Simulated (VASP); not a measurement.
Here is a VASP 6.6.1 calculation.

The input INCAR:

```
ALGO = Normal
EDIFF = 1E-6
ENCUT = 500
GGA = CA
GGA_COMPAT = F
ISIF = 2
ISMEAR = 1
LASPH = T
LCHARG = T
LELF = T
LREAL = F
LVHAR = T
LWAVE = F
NBANDS = 16
NELM = 120
PREC = Accurate
SIGMA = 0.1
```

File KPOINTS:

```
k-points
0
Gamma
  9 9 5
```

The input POSCAR:

```
Ir
1.0
    2.7052033639      0.0000000000      0.0000000000
   -1.3526016819      2.3427748355      0.0000000000
    0.0000000000      0.0000000000      4.3857026730
Ir
2
Direct
    0.6666666667      0.3333333333      0.7500000000
    0.3333333333      0.6666666667      0.2500000000
```

Potentials or basis: VASP PAW LDA potentials, release 64 (Ir).

Command:

```console
$ cat potpaw_LDA.64/Ir/POTCAR > POTCAR
$ mpirun -np 1 vasp_std > vasp.out
```

**Question.** What does it give for the band gap on the k mesh?

**Answer.** Zero (band 9 reaches 11.72 eV, above the bottom of band 10 at 8.53 eV).

**Question.** Estimate the pressure.

**Answer.** 2.5 GPa.

Stress tensor (GPa, compression positive):
```
2.57 0.00 0.00
0.00 2.57 0.00
0.00 0.00 2.47
```

Caveat: spin-orbit coupling is left out, which moves the levels of the heavy elements.
